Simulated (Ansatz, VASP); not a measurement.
**One calculation of Sr, two programs**

```
Sr
1.0
     0.00000    2.70186    2.70186
     2.70186    0.00000    2.70186
     2.70186    2.70186    0.00000
Sr
1
Cartesian
  0.0000 0.0000 0.0000
```

Change from the starting cell: volume scaled by 0.76, LAPW.

Alike in both runs: task single point; functional PBEsol; k mesh 11 × 11 × 11; occupations fermi-dirac, width 0.05 eV; no spin polarisation.

```csv
,VASP,Ansatz
version,VASP 6.6.1,Ansatz 0.2.0
potentials or method,"VASP PAW PBE potentials, release 64 (Sr_sv), cutoff 520 eV","all-electron LAPW, scalar-relativistic"
```

```csv
,VASP,Ansatz,Ansatz less VASP
pressure (GPa),5.4,5.4,-0.04
```

VASP's potentials were made for PBE, not for PBEsol. Ansatz ran all-electron here, and VASP with PAW potentials.
